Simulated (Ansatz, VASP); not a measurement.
## One calculation of Ni, two programs

```xyz
8
Lattice="4.3908 0.0000 0.0000 0.0000 4.3908 0.0000 0.0000 0.0000 4.3908" Properties=species:S:1:pos:R:3 pbc="T T T"
Ni    0.0000    4.3908    4.3908
Ni    2.1954    2.1954    2.1954
Ni    1.0977    0.0000    2.1954
Ni    3.2931    0.0000    2.1954
Ni    2.1954    1.0977    4.3908
Ni    2.1954    3.2931    4.3908
Ni    4.3908    2.1954    1.0977
Ni    4.3908    2.1954    3.2931
```

Alike in both runs: functional PBEsol; k mesh 6 × 6 × 6; occupations fermi-dirac, width 0.1 eV; no spin polarisation.

Ansatz relaxed the structure, and its values are those at the end. VASP's run is a single point on that final structure, the one shown.

|  | VASP | Ansatz |
| --- | --- | --- |
| version | VASP 6.6.1 | Ansatz 0.2.0 |
| potentials or method | VASP PAW PBE potentials, release 64 (Ni), cutoff 600 eV | plane waves (420 eV) with PAW, scalar-relativistic |
| valence electrons in the cell | 80 | 144 |

|  | VASP | Ansatz | Ansatz less VASP |
| --- | --- | --- | --- |
| pressure (GPa) | -0.2 | 0.0 | +0.18 |

VASP's potentials were made for PBE, not for PBEsol, and Ansatz warns of the same on its side. VASP's potentials hold 80 valence electrons a cell and Ansatz's 144, so a difference there can come from the potentials and not from the codes.
